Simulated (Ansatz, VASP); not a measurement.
Two plane-wave programs on CsB3H2

```
CELL_PARAMETERS angstrom
2.86017 1.65132 2.81669
-2.86017 1.65132 2.81669
0.00000 -3.30264 2.81669
ATOMIC_POSITIONS crystal
Cs 0.50000 0.50000 0.50000
B 0.00000 0.50000 0.00000
B 0.50000 0.00000 0.00000
B 0.00000 0.00000 0.50000
H 0.82704 0.82704 0.82704
H 0.17296 0.17296 0.17296
```

Alike in both runs: task single point; functional PBE; k mesh 12 × 12 × 12; occupations gaussian, width 0.1 eV; no spin polarisation.

```csv
,VASP,Ansatz
version,VASP 6.6.1,Ansatz 0.2.0
potentials or method,"VASP PAW PBE potentials, release 64 (Cs_sv, B, H), cutoff 520 eV","scalar-relativistic, plane waves, PAW"
valence electrons in the cell,20,20
```

```tsv
	VASP	Ansatz	Ansatz less VASP
gap on the k mesh at the Fermi level (eV)	none	none	-
pressure (GPa)	0.1	0.0	-0.15
```

A gap of «none» marks a metal or a gap that the smearing closes. The functional is the same, so the differences come from potentials, cutoffs and numerics.

Neither program's run includes spin-orbit coupling.
